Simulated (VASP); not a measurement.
# BPd4 (Im-3m) in VASP: a series of runs

Runs on BPd4. Level: PBE. Tasks: single point, relaxation of cell and atoms.

All numbers are computed with VASP 6.6.1; they aren't measurements. Logs are shortened: lines on timing, memory, paths and dates and some standing lists are left out, and cuts for length are marked.

**1. The cell of the first run**

It takes space group Im-3m (No. 229, cubic). The conventional cell has a = 5.312 Å, b = 5.312 Å, c = 5.312 Å, α = 90.00°, β = 90.00°, γ = 90.00°. B (site symmetry m-3m) has 8 Pd at 2.30 Å within 3.0 Å. Within 3.0 Å of Pd (site symmetry -3m) lie 2 B at 2.30 Å and 6 Pd at 2.66 Å.

The cell was built from a structure type or drawn by symmetry, and may not be a known phase.

**2. Single point, PBE**

Input file INCAR:

```
  PREC = Accurate
  ENCUT = 520
  EDIFF = 1E-7
  ISMEAR = 0
  SIGMA = 0.1
  LREAL = False
  LASPH = True
  NELM = 100
  ALGO = Normal
  ISIF = 2
  LWAVE = False
  LCHARG = True
  GGA = PE
  LELF = True
  LVHAR = True
  NBANDS = 30
```

Input file KPOINTS:

```
regular mesh
0
Gamma
  4 4 4
```

Input file POSCAR:

```
BPd4
1.0
   -2.6560983935      2.6560983935      2.6560983935
    2.6560983935     -2.6560983935      2.6560983935
    2.6560983935      2.6560983935     -2.6560983935
B Pd
1 4
Direct
    0.0000000000      0.0000000000      0.0000000000
    0.5000000000      0.5000000000      0.5000000000
    0.0000000000      0.0000000000      0.5000000000
    0.0000000000      0.5000000000      0.0000000000
    0.5000000000      0.0000000000      0.0000000000
```

Potentials or basis: VASP PAW PBE potentials, release 64 (B, Pd).

The run is started by

```bash
$ cat potpaw_PBE.64/B/POTCAR potpaw_PBE.64/Pd/POTCAR > POTCAR
$ mpirun -np 1 vasp_std > vasp.out
```

OUTCAR:

```text
PREC = Accurate
   ENCUT = 520
   EDIFF = 1E-7
   ISMEAR = 0
   LREAL = False
   LASPH = True
   NELM = 100
   ISIF = 2
   GGA = PE

 ion  position               nearest neighbor table
   1  0.000  0.000  0.000-   2 2.30   3 2.30   4 2.30   5 2.30   3 2.30   4 2.30   5 2.30   2 2.30

   2  0.500  0.500  0.500-   1 2.30   1 2.30   4 2.66   5 2.66   5 2.66   4 2.66   3 2.66   3 2.66

   3  0.000  0.000  0.500-   1 2.30   1 2.30   4 2.66   5 2.66   2 2.66   4 2.66   5 2.66   2 2.66

   4  0.000  0.500  0.000-   1 2.30   1 2.30   3 2.66   5 2.66   2 2.66   3 2.66   2 2.66   5 2.66

   5  0.500  0.000  0.000-   1 2.30   1 2.30   3 2.66   4 2.66   2 2.66   2 2.66   3 2.66   4 2.66

  LATTYP: Found a body centered cubic cell.
 ALAT       =     5.3121967870

  Lattice vectors:

 A1 = (  -2.6560983935,   2.6560983935,   2.6560983935)
 A2 = (   2.6560983935,  -2.6560983935,   2.6560983935)
 A3 = (   2.6560983935,   2.6560983935,  -2.6560983935)

Analysis of symmetry for initial positions (statically):
=====================================================================
 Subroutine PRICEL returns:
 Original cell was already a primitive cell.

 Routine SETGRP: Setting up the symmetry group for a
 body centered cubic supercell.

 Subroutine GETGRP returns: Found 48 space group operations
 (whereof 48 operations were pure point group operations)
 out of a pool of 48 trial point group operations.

The static configuration has the point symmetry O_h .

Analysis of symmetry for dynamics (positions and initial velocities):
=====================================================================
 Subroutine PRICEL returns:
 Original cell was already a primitive cell.

 Routine SETGRP: Setting up the symmetry group for a
 body centered cubic supercell.

 Subroutine GETGRP returns: Found 48 space group operations
 (whereof 48 operations were pure point group operations)
 out of a pool of 48 trial point group operations.

The dynamic configuration has the point symmetry O_h .

 Subroutine INISYM returns: Found 48 space group operations
 (whereof 48 operations are pure point group operations),
 and found     1 'primitive' translations

----------------------------------------------------------------------------------------

                                     Primitive cell

  volume of cell :      74.9536

  direct lattice vectors                    reciprocal lattice vectors
    -2.656098394  2.656098394  2.656098394     0.000000000  0.188246038  0.188246038
     2.656098394 -2.656098394  2.656098394     0.188246038  0.000000000  0.188246038
     2.656098394  2.656098394 -2.656098394     0.188246038  0.188246038  0.000000000

  length of vectors
     4.600497367  4.600497367  4.600497367     0.266220100  0.266220100  0.266220100

  position of ions in fractional coordinates (direct lattice)
     0.000000000  0.000000000  0.000000000
     0.500000000  0.500000000  0.500000000
     0.000000000  0.000000000  0.500000000
     0.000000000  0.500000000  0.000000000
     0.500000000  0.000000000  0.000000000

  ion indices of the primitive-cell ions
   primitive index   ion index
                 1           1
                 2           2
                 3           3
                 4           4
                 5           5

----------------------------------------------------------------------------------------

 KPOINTS: regular mesh

Automatic generation of k-mesh.
 Grid dimensions read from file:
 generate k-points for:    4    4    4

 Generating k-lattice:

  Cartesian coordinates                     Fractional coordinates (reciprocal lattice)
     0.000000000  0.047061510  0.047061510     0.250000000  0.000000000  0.000000000
     0.047061510  0.000000000  0.047061510     0.000000000  0.250000000  0.000000000
     0.047061510  0.047061510  0.000000000     0.000000000  0.000000000  0.250000000

  Length of vectors
     0.066555025  0.066555025  0.066555025

  Shift w.r.t. Gamma in fractional coordinates (k-lattice)
     0.000000000  0.000000000  0.000000000

 Subroutine IBZKPT returns following result:
 ===========================================

 Found      8 irreducible k-points:

 Following reciprocal coordinates:
            Coordinates               Weight
  0.000000  0.000000  0.000000      1.000000
  0.250000  0.000000  0.000000     12.000000
  0.500000  0.000000  0.000000      6.000000
  0.250000  0.250000  0.000000     24.000000
  0.250000  0.250000  0.250000      2.000000
 -0.250000  0.250000  0.250000      6.000000
  0.500000  0.500000  0.250000     12.000000
  0.500000  0.500000  0.500000      1.000000
   k-points           NKPTS =      8   k-points in BZ     NKDIM =      8   number of bands    NBANDS=     30
   number of dos      NEDOS =    301   number of ions     NIONS =      5
   total plane-waves  NPLWV =  46656
   dimension x,y,z NGX =    36 NGY =   36 NGZ =   36
   dimension x,y,z NGXF=    72 NGYF=   72 NGZF=   72
   ions per type =               1   4
   NGX,Y,Z   is equivalent  to a cutoff of  13.01, 13.01, 13.01 a.u.
   NGXF,Y,Z  is equivalent  to a cutoff of  26.02, 26.02, 26.02 a.u.
 SYSTEM =  unknown system
   PREC   = accura    normal or accurate (medium, high low for compatibility)
   ISTART =      0    job   : 0-new  1-cont  2-samecut
   ICHARG =      2    charge: 1-file 2-atom 10-const
   ISPIN  =      1    spin polarized calculation?
   LNONCOLLINEAR =      F non collinear calculations
   LSORBIT =      F    spin-orbit coupling
   LASPH  =      T    aspherical Exc in radial PAW
   ENCUT  =  520.0 eV  38.22 Ry    6.18 a.u.   8.55  8.55  8.55*2*pi/ulx,y,z
   NELM   =    100;   NELMIN=  2; NELMDL= -5     # of ELM steps
   EDIFF  = 0.1E-06   stopping-criterion for ELM
   LREAL  =      F    real-space projection
   EDIFFG = 0.1E-05   stopping-criterion for IOM
   NSW    =      0    number of steps for IOM
   IBRION =     -1    ionic relax: 0-MD 1-quasi-New 2-CG
   NFREE  =      0    steps in history (QN), initial steepest desc. (CG)
   ISIF   =      2    stress and relaxation
   ISYM   =      2    0-nonsym 1-usesym 2-fastsym
   POTIM  = 0.5000    time-step for ionic-motion
   TEBEG  =    0.0;   TEEND  =   0.0 temperature during run
   PSTRESS=    0.0 pullay stress
   NELECT =      43.0000    total number of electrons
   NUPDOWN=      -1.0000    fix difference up-down
   EMIN   =  10.00;   EMAX   =-10.00  energy-range for DOS
   EFERMI =   0.00;   METHOD = LEGACY
   ISMEAR =     0;   SIGMA  =   0.10  broadening in eV -4-tet -1-fermi 0-gaus
   EFERMI_NEDOS =   21; number of points for ismear=-14 and -15
   IALGO  =     38    algorithm
   IMIX   =      4    mixing-type and parameters
     AMIX     =   0.40;   BMIX     =  1.00
     AMIX_MAG =   1.60;   BMIX_MAG =  1.00
  volume/ion in A,a.u.               =      14.99       101.16
  Fermi-wavevector in a.u.,A,eV,Ry     =   1.360296  2.570587 25.176300  1.850406
  Thomas-Fermi vector in A             =   2.486971
   LORBIT       =      0    0 simple, 1 ext, 2 COOP (PROOUT), +10 PAW based schemes
   GGA     = PE    functional components
   LHFCALC =     F    Hartree Fock is set to
   AEXX    =    0.0000 exact exchange contribution
   IVDW    =     0    specifies the selected vdW correction
   LEPSILON=     F    determine dielectric tensor
   LRPA    =     F    only Hartree local field effects (RPA)
 non-spin polarized calculation
 Gauss-broadening in eV      SIGMA  =   0.10
  energy-cutoff  :      520.00
  volume of cell :       74.95
 maximum number of plane-waves:      2038
 NGX is ok and might be reduce to    36
   NGX = 17   NGY = 17   NGZ = 17

 number of electron      43.0000008 magnetization

 Free energy of the ion-electron system (eV)
  ---------------------------------------------------
  ext. energy  EPLUGINS =         0.00000000
  ---------------------------------------------------
  free energy    TOTEN  =       -26.91330346 eV

  energy without entropy =      -26.88626870  energy(sigma->0) =      -26.89978608

 E-fermi :   7.5236     XC(G=0): -12.1825

 val. band max:        7.4925437963   @ k =   0.2500   0.0000   0.0000
 cond. band min:       7.5405316405   @ k =   0.5000   0.5000   0.5000
 fundamental gap:      0.0479878442
 Fermi energy:         7.5236420783

 k-point     1 :       0.0000    0.0000    0.0000
  band No.  band energies     occupation
      1      -1.7034      2.00000
      2       2.5345      2.00000
      3       2.8862      2.00000
      4       2.8862      2.00000
      5       3.2877      2.00000
      6       3.2877      2.00000
[... 22 lines left out ...]
     29      17.7028      0.00000
     30      17.7028      0.00000

 k-point     2 :       0.2500    0.0000    0.0000
  band No.  band energies     occupation
      1      -1.1644      2.00000
      2       2.9815      2.00000
      3       3.1600      2.00000
      4       3.2010      2.00000
      5       3.5726      2.00000
      6       3.7085      2.00000
[... 22 lines left out ...]
     29      17.8042      0.00000
     30      17.8707      0.00000

 k-point     3 :       0.5000    0.0000    0.0000
  band No.  band energies     occupation
      1      -0.3442      2.00000
      2       2.2670      2.00000
      3       3.5170      2.00000
      4       3.6061      2.00000
      5       3.6633      2.00000
      6       4.0015      2.00000
[... 22 lines left out ...]
     29      16.8270      0.00000
     30      17.6489      0.00000

 k-point     4 :       0.2500    0.2500    0.0000
  band No.  band energies     occupation
      1      -0.3988      2.00000
      2       2.6801      2.00000
      3       3.1347      2.00000
      4       3.5200      2.00000
      5       3.8411      2.00000
      6       3.9044      2.00000
[... 22 lines left out ...]
     29      16.4649      0.00000
     30      18.0570      0.00000

 k-point     5 :       0.2500    0.2500    0.2500
  band No.  band energies     occupation
      1      -0.2297      2.00000
      2       3.2581      2.00000
      3       3.2581      2.00000
      4       3.2581      2.00000
      5       4.6038      2.00000
      6       4.6038      2.00000
[... 22 lines left out ...]
     29      19.3539      0.00000
     30      19.3539      0.00000

 k-point     6 :      -0.2500    0.2500    0.2500
  band No.  band energies     occupation
      1      -0.6421      2.00000
      2       3.0407      2.00000
      3       3.0407      2.00000
      4       3.0778      2.00000
      5       3.3122      2.00000
      6       3.3394      2.00000
[... 22 lines left out ...]
     29      15.5919      0.00000
     30      17.6848      0.00000

 k-point     7 :       0.5000    0.5000    0.2500
  band No.  band energies     occupation
      1       0.2164      2.00000
      2       2.0485      2.00000
      3       2.4986      2.00000
      4       3.1456      2.00000
      5       3.6632      2.00000
      6       3.7345      2.00000
[... 22 lines left out ...]
     29      17.6891      0.00000
     30      17.6912      0.00000

 k-point     8 :       0.5000    0.5000    0.5000
  band No.  band energies     occupation
      1       1.5258      2.00000
      2       1.8393      2.00000
      3       1.8393      2.00000
      4       1.8393      2.00000
      5       3.5905      2.00000
      6       3.5905      2.00000
[... 22 lines left out ...]
     29      17.3943      0.00000
     30      17.3943      0.00000

------------------------ aborting loop because EDIFF is reached ----------------------------------------

  FORCE on cell =-STRESS in cart. coord.  units (eV):
  Direction    XX          YY          ZZ          XY          YZ          ZX
  --------------------------------------------------------------------------------------
  -------------------------------------------------------------------------------------
  Total       -0.1807195     -0.1807195     -0.1807195      0.0000000      0.0000000      0.0000000
  in kB       -3.8629864     -3.8629864     -3.8629864      0.0000000      0.0000000      0.0000000
  external PRESSURE =      -3.8629864 kB  Pullay stress =       0.0000000 kB

 VOLUME and BASIS-vectors are now :
 -----------------------------------------------------------------------------
  energy-cutoff  :      520.00
  volume of cell :       74.95
      direct lattice vectors                 reciprocal lattice vectors
    -2.656098394  2.656098394  2.656098394     0.000000000  0.188246038  0.188246038
     2.656098394 -2.656098394  2.656098394     0.188246038  0.000000000  0.188246038
     2.656098394  2.656098394 -2.656098394     0.188246038  0.188246038  0.000000000

 POSITION                                       TOTAL-FORCE (eV/Angst)
 -----------------------------------------------------------------------------------
      0.00000      0.00000      0.00000         0.000000      0.000000      0.000000
      1.32805      1.32805      1.32805        -0.000000     -0.000000     -0.000000
      1.32805      1.32805     -1.32805        -0.000000     -0.000000     -0.000000
      1.32805     -1.32805      1.32805         0.000000      0.000000     -0.000000
     -1.32805      1.32805      1.32805        -0.000000     -0.000000      0.000000
 -----------------------------------------------------------------------------------
    total drift:                                0.000000     -0.000000      0.000000

  FREE ENERGIE OF THE ION-ELECTRON SYSTEM (eV)
  ---------------------------------------------------
  free  energy   TOTEN  =       -26.9133034578 eV

  energy  without entropy=      -26.8862686996  energy(sigma->0) =      -26.89978608
```

It took 34 s on 1 thread of Intel Xeon 8259CL, shared host; peak memory 0.21 GiB.

Results:

```yaml
Free_energy: -26.9133 eV
Pressure: -0.4 GPa
Band_gap_on_the_k_mesh: zero (an odd number of electrons rules out a gap without spin polarisation)
```

Caveat: the k points lie up to 0.42 Å⁻¹ apart, too coarse for converged energies and pressures of a metal.

**3. Single point, PBE**

This run uses another cell than the first one, of 15.55 Å³/atom.

Input file INCAR:

```
SYSTEM = BPd4
ALGO     = Normal         ! electronic algorithm
EDIFF    = 1E-6           ! SCF threshold, eV
ENCUT    = 520            ! plane-wave cutoff, eV
GGA      = PE             ! functional
ISIF     = 2              ! what is computed and relaxed
ISMEAR   = 0              ! smearing method
LASPH    = .True.         ! aspherical terms in the spheres
LCHARG   = .False.        ! write CHGCAR
LREAL    = .False.        ! projectors in reciprocal space
LWAVE    = .False.        ! write WAVECAR
NBANDS   = 30             ! bands
NELM     = 80             ! most SCF steps
PREC     = Accurate       ! precision mode
SIGMA    = 0.1            ! smearing width, eV
```

Input file KPOINTS:

```
k-points
0
Gamma
  4 4 4
  0 0 0
```

POSCAR, as its differences from that of step 2:

```diff
@@ -2,5 +2,5 @@
 1.0
-   -2.6560983935      2.6560983935      2.6560983935
-    2.6560983935     -2.6560983935      2.6560983935
-    2.6560983935      2.6560983935     -2.6560983935
+   -2.6887338000      2.6887338000      2.6887338000
+    2.6887338000     -2.6887338000      2.6887338000
+    2.6887338000      2.6887338000     -2.6887338000
 B Pd
```

Potentials or basis: VASP PAW PBE potentials, release 64 (B, Pd).

The run is started by

```bash
$ cat potpaw_PBE.64/B/POTCAR potpaw_PBE.64/Pd/POTCAR > POTCAR
$ mpirun -np 1 vasp_std > vasp.out
```

Run time: 35 s. Hardware: 1 thread of Intel Xeon 8259CL, shared host; peak memory 0.21 GiB.

Results (log left out):

- Free energy: -26.8603 eV
- Pressure: -5.6 GPa
- Band gap on the k mesh: zero (an odd number of electrons rules out a gap without spin polarisation)

Levels at points of the mesh, in eV from the Fermi level:
```tsv
k point	band 18	band 19	band 20	band 21	band 22	band 23	band 24	band 25
(0.00, 0.00, 0.00)	-0.22	-0.20	-0.20	-0.20	0.79	0.79	0.79	5.41
(0.50, 0.00, 0.00)	-1.08	-0.84	-0.82	-0.76	-0.66	1.71	2.89	3.16
(0.50, 0.50, 0.50)	0.00	0.00	0.58	0.58	0.88	0.88	3.07	3.07
```

Caveat: the k points lie up to 0.41 Å⁻¹ apart, too coarse for converged energies and pressures of a metal.

**4. Relaxation of cell and atoms, PBE**

This run uses another cell than the first one, of 15.55 Å³/atom.

Input file INCAR:

```
SYSTEM = BPd4
  PREC = Accurate
  ENCUT = 600
  EDIFF = 1E-6
  ISMEAR = 0
  SIGMA = 0.1
  LREAL = .False.
  LASPH = .True.
  NELM = 100
  ALGO = Normal
  ISIF = 3
  LWAVE = .False.
  LCHARG = .False.
  GGA = PE
  IBRION = 2
  NSW = 90
  EDIFFG = -0.04
```

Input file KPOINTS:

```
regular mesh
0
Gamma
  4 4 4
  0 0 0
```

POSCAR is that of step 3.

The run is started by

```bash
$ cat potpaw_PBE.64/B/POTCAR potpaw_PBE.64/Pd/POTCAR > POTCAR
$ mpirun -np 1 vasp_std > vasp.out
```

Run time: 90 s. Hardware: 1 thread of Intel Xeon 8259CL, shared host; peak memory 0.24 GiB.

Results (log left out):

| Quantity | Value |
| --- | --- |
| Free energy | -26.9165 eV |
| Relaxed volume | 14.96 Å³/atom |
| Relaxed cell | a = 4.597 Å, b = 4.597 Å, c = 4.597 Å, α = 109.47°, β = 109.47°, γ = 109.47° |
| Space group after relaxing (to 0.1 Å) | Im-3m (No. 229) |
| Energy gained by relaxing | 11.0 meV/atom |
| Ionic steps | 3 |
| Pressure after relaxing | 0.0 GPa |
| Band gap on the k mesh | zero (an odd number of electrons rules out a gap without spin polarisation) |

The path:
```csv
step,energy change (eV),largest force (eV/Å),pressure (GPa),volume (Å³)
1,0.0000,0.0000,-5.66,77.75
2,0.0116,0.0000,7.36,71.73
3,-0.0550,0.0000,-0.05,74.78
```

Final structure:
```
B Pd
1.0
    -2.65409    2.65409    2.65409
     2.65409   -2.65409    2.65409
     2.65409    2.65409   -2.65409
B Pd
1 4
Direct
  0.00000 0.00000 0.00000
  0.50000 0.50000 0.50000
  0.00000 0.00000 0.50000
  0.00000 0.50000 0.00000
  0.50000 0.00000 0.00000
```

Levels at points of the mesh, in eV from the Fermi level:
```tsv
k point	band 19	band 20	band 21	band 22	band 23	band 24
(0.00, 0.00, 0.00)	-0.22	-0.22	-0.22	0.86	0.86	0.86
(0.50, 0.00, 0.00)	-0.88	-0.86	-0.80	-0.69	1.74	3.02
(0.50, 0.50, 0.50)	0.02	0.45	0.45	0.96	0.96	3.23
```

Caveat: the k points lie up to 0.42 Å⁻¹ apart in the final cell, too coarse for converged energies and pressures of a metal.

**5. Single point, PBE**

This run uses another cell than the first one, of 14.92 Å³/atom.

Input file INCAR:

```
SYSTEM = BPd4
PREC = Accurate ; ENCUT = 520
EDIFF = 1E-7 ; ISMEAR = 0
SIGMA = 0.1 ; LREAL = .FALSE.
LASPH = .TRUE. ; NELM = 80
ALGO = Normal ; ISIF = 2
LWAVE = .FALSE. ; LCHARG = .TRUE.
GGA = PE ; LELF = .TRUE.
LVHAR = .TRUE. ; NBANDS = 30
```

Input file KPOINTS:

```
Automatic mesh
0
G
  10 10 10
  0 0 0
```

POSCAR, as its differences from that of step 4:

```diff
@@ -2,5 +2,5 @@
 1.0
-   -2.6887338000      2.6887338000      2.6887338000
-    2.6887338000     -2.6887338000      2.6887338000
-    2.6887338000      2.6887338000     -2.6887338000
+   -2.6516421648      2.6516421648      2.6516421648
+    2.6516421648     -2.6516421648      2.6516421648
+    2.6516421648      2.6516421648     -2.6516421648
 B Pd
```

The run is started by

```bash
$ cat potpaw_PBE.64/B/POTCAR potpaw_PBE.64/Pd/POTCAR > POTCAR
$ mpirun -np 1 vasp_std > vasp.out
```

It took 2.7 min on 1 thread of Intel Xeon 8259CL, shared host; peak memory 0.25 GiB.

It converged, with:

- Free energy: -27.0305 eV
- Pressure: -0.2 GPa
- Band gap on the k mesh: zero (an odd number of electrons rules out a gap without spin polarisation)

Levels at points of the mesh, in eV from the Fermi level:
```csv
k point,band 18,band 19,band 20,band 21,band 22,band 23,band 24,band 25
"(0.00, 0.00, 0.00)",-0.43,-0.36,-0.36,-0.36,0.72,0.72,0.72,5.33
"(0.50, 0.00, 0.00)",-1.29,-1.03,-1.01,-0.95,-0.84,1.60,2.89,3.14
"(0.50, 0.50, 0.50)",-0.12,-0.12,0.31,0.31,0.82,0.82,3.10,3.10
```

(Part 1 of 2 ends here.)
